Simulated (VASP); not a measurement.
# CdO (Fm-3m) in VASP: notebook, part 2 of 2

VASP 6.6.1. The steps go on from the part before.

## Step 3: Single point, LDA

This run uses another cell than the first one, of 12.44 Å³/atom.

The input, INCAR:

```
  PREC = Accurate
  ENCUT = 600
  EDIFF = 1E-6
  ISMEAR = 0
  SIGMA = 0.1
  LREAL = F
  LASPH = T
  NELM = 120
  ALGO = Normal
  ISIF = 2
  LWAVE = F
  LCHARG = T
  GGA = CA
  LELF = T
  LVHAR = T
  NBANDS = 16
  GGA_COMPAT = F
```

The input, KPOINTS:

```
regular mesh
0
Gamma
  16 16 16
```

The input, POSCAR:

```
CdO
1.0
    0.0000000000      2.3171316566      2.3171316566
    2.3171316566      0.0000000000      2.3171316566
    2.3171316566      2.3171316566      0.0000000000
Cd O
1 1
Direct
    0.0000000000      0.0000000000      0.0000000000
    0.5000000000      0.5000000000      0.5000000000
```

Potentials or basis: VASP PAW LDA potentials, release 64 (Cd, O).

On the command line:

```console
$ cat potpaw_LDA.64/Cd/POTCAR potpaw_LDA.64/O/POTCAR > POTCAR
$ mpirun -np 1 vasp_std > vasp.out
```

OUTCAR:

```text
PREC = Accurate
   ENCUT = 600
   EDIFF = 1E-6
   ISMEAR = 0
   LREAL = F
   LASPH = T
   NELM = 120
   ISIF = 2
   GGA = CA

 ion  position               nearest neighbor table
   1  0.000  0.000  0.000-   2 2.32   2 2.32   2 2.32   2 2.32   2 2.32   2 2.32
   2  0.500  0.500  0.500-   1 2.32   1 2.32   1 2.32   1 2.32   1 2.32   1 2.32

  LATTYP: Found a face centered cubic cell.
 ALAT       =     4.6342633132

  Lattice vectors:

 A1 = (   0.0000000000,   2.3171316566,   2.3171316566)
 A2 = (   2.3171316566,   0.0000000000,   2.3171316566)
 A3 = (   2.3171316566,   2.3171316566,   0.0000000000)

Analysis of symmetry for initial positions (statically):
=====================================================================
 Subroutine PRICEL returns:
 Original cell was already a primitive cell.

 Routine SETGRP: Setting up the symmetry group for a
 face centered cubic supercell.

 Subroutine GETGRP returns: Found 48 space group operations
 (whereof 48 operations were pure point group operations)
 out of a pool of 48 trial point group operations.

[... 160 lines left out ...]

  energy without entropy =       -9.33923936  energy(sigma->0) =       -9.33948012

 E-fermi :   2.2909     XC(G=0): -12.4302

 val. band max:        2.2074723846   @ k =   0.5000   0.0000   0.0000
 cond. band min:       2.2918639657   @ k =   0.0625   0.0000   0.0000
 fundamental gap:      0.0843915811
 Fermi energy:         2.2909095397

 k-point     1 :       0.0000    0.0000    0.0000
  band No.  band energies     occupation
      1     -15.2512      2.00000
      2      -4.5683      2.00000
      3      -4.5683      2.00000
      4      -4.5683      2.00000
      5      -4.2366      2.00000
      6      -4.2366      2.00000
[... 433 lines left out ...]
      3      -4.5648      2.00000
      4      -4.5350      2.00000
      5      -4.3906      2.00000
      6      -4.2580      2.00000
[... 8 lines left out ...]
     15      19.5254      0.00000
     16      21.6451      0.00000

 [... further k-points ...]

------------------------ aborting loop because EDIFF is reached ----------------------------------------

  FORCE on cell =-STRESS in cart. coord.  units (eV):
  Direction    XX          YY          ZZ          XY          YZ          ZX
  --------------------------------------------------------------------------------------
  -------------------------------------------------------------------------------------
  Total        0.3013118      0.3013118      0.3013118     -0.0000000     -0.0000000      0.0000000
  in kB       19.4019118     19.4019118     19.4019118     -0.0000000     -0.0000000      0.0000000
  external PRESSURE =      19.4019118 kB  Pullay stress =       0.0000000 kB

 VOLUME and BASIS-vectors are now :
 -----------------------------------------------------------------------------
  energy-cutoff  :      600.00
  volume of cell :       24.88
      direct lattice vectors                 reciprocal lattice vectors
     0.000000000  2.317131657  2.317131657    -0.215784027  0.215784027  0.215784027
     2.317131657  0.000000000  2.317131657     0.215784027 -0.215784027  0.215784027
     2.317131657  2.317131657  0.000000000     0.215784027  0.215784027 -0.215784027

 POSITION                                       TOTAL-FORCE (eV/Angst)
 -----------------------------------------------------------------------------------
      0.00000      0.00000      0.00000        -0.000000     -0.000000     -0.000000
      2.31713      2.31713      2.31713         0.000000      0.000000      0.000000
 -----------------------------------------------------------------------------------
    total drift:                                0.000000      0.000000      0.000000

  FREE ENERGIE OF THE ION-ELECTRON SYSTEM (eV)
  ---------------------------------------------------
  free  energy   TOTEN  =        -9.3397208846 eV

  energy  without entropy=       -9.3392393634  energy(sigma->0) =       -9.33948012
```

OSZICAR:

```text
N       E                     dE             d eps       ncg     rms          rms(c)
DAV:   1     0.126026686891E+03    0.12603E+03   -0.11308E+04  4832   0.131E+03
DAV:   2    -0.729918714805E+01   -0.13333E+03   -0.12081E+03  5224   0.306E+02
DAV:   3    -0.110120058459E+02   -0.37128E+01   -0.37050E+01  5680   0.567E+01
DAV:   4    -0.110213384815E+02   -0.93326E-02   -0.93324E-02  5784   0.278E+00
DAV:   5    -0.110213648200E+02   -0.26338E-04   -0.26338E-04  5880   0.134E-01    0.111E+01
DAV:   6    -0.941917942390E+01    0.16022E+01   -0.42907E+00  6280   0.367E+01    0.100E+01
DAV:   7    -0.937077240135E+01    0.48407E-01   -0.63323E-01  4992   0.795E+00    0.528E+00
DAV:   8    -0.934367482021E+01    0.27098E-01   -0.11670E-01  4904   0.285E+00    0.693E-01
DAV:   9    -0.933974009344E+01    0.39347E-02   -0.76752E-03  5992   0.954E-01    0.124E-01
DAV:  10    -0.933972262632E+01    0.17467E-04   -0.76049E-04  5160   0.268E-01    0.509E-02
DAV:  11    -0.933972286744E+01   -0.24112E-06   -0.50121E-05  5680   0.809E-02    0.168E-02
DAV:  12    -0.933972087438E+01    0.19931E-05   -0.59472E-06  5104   0.299E-02    0.292E-03
DAV:  13    -0.933972088459E+01   -0.10219E-07   -0.39371E-07  2744   0.553E-03
   1 F= -.93397209E+01 E0= -.93394801E+01  d E =-.481521E-03
```

stdout:

```text
POSCAR found type information on POSCAR CdO
 POSCAR found :  2 types and       2 ions
 scaLAPACK will be used
 LDA part: xc-table for (Slater(with rela. corr.)+CA(PZ))
 , standard interpolation
 POSCAR, INCAR and KPOINTS ok, starting setup
 FFT: planning ... GRIDC
 FFT: planning ... GRID_SOFT
 FFT: planning ... GRID
 WAVECAR not read
 entering main loop
```

Run time: 40 s. Hardware: 1 thread of AMD EPYC 9R45 (Zen 5), shared host; peak memory 0.16 GiB.

Results:

```
Free energy            : -9.3397 eV
Pressure               : 1.9 GPa
Band gap on the k mesh : zero (bands 9 and 10 overlap by 0.43 eV)
```

Levels at points of the mesh, in eV from the Fermi level:
```
           k point  band 5  band 6  band 7  band 8  band 9  band 10  band 11  band 12  band 13  band 14
(0.00, 0.00, 0.00)   -6.53   -6.53   -1.63   -1.63   -1.63    -0.51    14.77    17.08    17.08    17.08
(0.50, 0.00, 0.00)   -6.23   -6.23   -4.04   -0.08   -0.08     4.21     7.37    11.81    11.81    17.94
(0.50, 0.50, 0.00)   -6.07   -5.67   -4.84   -2.67   -2.67     3.74     8.48    11.16    13.38    13.38
```

Caveat: semilocal functionals underestimate gaps, so a narrow gap can read as zero.

## Step 4: Relaxation of cell and atoms, LDA

The input, INCAR:

```
SYSTEM = CdO
PREC = Accurate ; ENCUT = 600
EDIFF = 1E-7 ; ISMEAR = 0
SIGMA = 0.1 ; LREAL = .FALSE.
LASPH = .TRUE. ; NELM = 120
ALGO = Normal ; ISIF = 3
LWAVE = .FALSE. ; LCHARG = .FALSE.
IBRION = 2 ; NSW = 100
EDIFFG = -0.002 ; GGA_COMPAT = .FALSE.
NELMIN = 4
```

The input, KPOINTS:

```
regular mesh
0
G
  16 16 16
  0 0 0
```

The input, POSCAR:

```
CdO
1.0
    0.0000000000      2.3609927700      2.3609927700
    2.3609927700      0.0000000000      2.3609927700
    2.3609927700      2.3609927700      0.0000000000
Cd O
1 1
Direct
    0.0000000000      0.0000000000      0.0000000000
    0.5000000000      0.5000000000      0.5000000000
```

On the command line:

```console
$ cat potpaw_LDA.64/Cd/POTCAR potpaw_LDA.64/O/POTCAR > POTCAR
$ mpirun -np 1 vasp_std > vasp.out
```

Run time: 78 s. Hardware: 1 thread of AMD EPYC 9R45 (Zen 5), shared host; peak memory 0.17 GiB.

It converged, with:

| Property | Result |
| --- | --- |
| Free energy | -9.3447 eV |
| Relaxed volume | 12.59 Å³/atom |
| Relaxed cell | a = 3.290 Å, b = 3.290 Å, c = 3.290 Å, α = 60.00°, β = 60.00°, γ = 60.00° |
| Space group after relaxing (to 0.1 Å) | Fm-3m (No. 225) |
| Energy gained by relaxing | 12.3 meV/atom |
| Ionic steps | 3 |
| Pressure after relaxing | 0.0 GPa |
| Band gap on the k mesh | zero (bands 9 and 10 overlap by 0.45 eV) |

The path:
| step | energy change (eV) | largest force (eV/Å) | pressure (GPa) | volume (Å³) |
| --- | --- | --- | --- | --- |
| 1 | 0.0000 | 0.0000 | -6.54 | 26.32 |
| 2 | -0.0093 | 0.0000 | 6.00 | 24.33 |
| 3 | -0.0246 | 0.0000 | -0.02 | 25.17 |

Final structure:
```
CELL_PARAMETERS angstrom
0.00000 2.32614 2.32614
2.32614 0.00000 2.32614
2.32614 2.32614 0.00000
ATOMIC_POSITIONS crystal
Cd 0.00000 0.00000 0.00000
O 0.50000 0.50000 0.50000
```

Levels at points of the mesh, in eV from the Fermi level:
| k point | band 6 | band 7 | band 8 | band 9 | band 10 | band 11 | band 12 | band 13 |
| --- | --- | --- | --- | --- | --- | --- | --- | --- |
| (0.00, 0.00, 0.00) | -6.50 | -1.58 | -1.58 | -1.58 | -0.53 | 14.76 | 17.00 | 17.00 |
| (0.50, 0.00, 0.00) | -6.21 | -4.01 | -0.08 | -0.08 | 4.21 | 7.29 | 11.76 | 11.76 |
| (0.50, 0.50, 0.00) | -5.68 | -4.74 | -2.61 | -2.61 | 3.70 | 8.43 | 11.13 | 13.28 |

Caveat: semilocal functionals underestimate gaps, so a narrow gap can read as zero.

## Step 5: Overview

| task | cell | k mesh | gap on the mesh (eV) | pressure (GPa) |
| --- | --- | --- | --- | --- |
| single point | a = 3.339 Å, angles 60.0°, 2 atoms | 6 × 6 × 6 | none | -6.5 |
| single point | a = 3.277 Å, angles 60.0°, 2 atoms | 16 × 16 × 16 | none | 1.9 |
| relaxation of cell and atoms | relaxed from a = 3.339 Å, angles 60.0°, 2 atoms | 16 × 16 × 16 | none | 0.0 |

Alike in all rows: level LDA; potentials or basis VASP PAW LDA potentials, release 64 (Cd, O); no spin polarisation; cutoff (eV) 600; smearing gaussian 0.1 eV.

Caveats: some runs use coarse meshes; semilocal functionals underestimate gaps, so a narrow gap can read as zero.

Absolute energies hang on the potentials; compare differences alone.
